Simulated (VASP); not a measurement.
Runs of VASP 6.6.1 on Fe3Ge. The structure is that of space group Pm-3m (No. 221), or close to it. The cells are those of the table. 

```tsv
spin	cell	gap on the mesh (eV)	pressure (GPa)	moment (μB)
off	a = 3.534 Å, 4 atoms	none	-5.2	-
off	a = 3.398 Å, 4 atoms	none	31.6	-
collinear, ferromagnetic start	a = 3.398 Å, 4 atoms	none	42.8	4.66
collinear, ferromagnetic start	a = 3.467 Å, 4 atoms	none	(b)	5.66
off	a = 3.868 Å, 4 atoms	none	-38.2	-
off	a = 3.598 Å, 4 atoms	none	(d)	-
collinear, ferromagnetic start	a = 3.281 Å, 4 atoms	none	93.4	3.76
off	a = 3.661 Å, 4 atoms	none	(c)	-
off	a = 3.779 Å, 4 atoms	none	-34.3	-
off	a = 3.281 Å, 4 atoms	none	84.0	-
off	a = 3.721 Å, 4 atoms	none	-30.3	-
collinear, ferromagnetic start	a = 3.721 Å, 4 atoms	none	(a)	6.91
```

Alike in all rows: task single point; level PBEsol; potentials or basis VASP PAW PBE potentials, release 64 (Fe, Ge_d); k mesh 9 × 9 × 9; cutoff (eV) 520; smearing fermi-dirac 0.03 eV.

Q: Estimate the missing entries.

A: (a) -16.2; (b) 24.6; (c) -24.5; (d) -16.5.

Caveats: the PAW data sets were made with another functional, which shifts forces and pressure a little.

A k mesh can miss the band edges, and the runs leave out spin-orbit coupling on Ge.

A gap of «none» marks levels without a gap at the run's occupations.
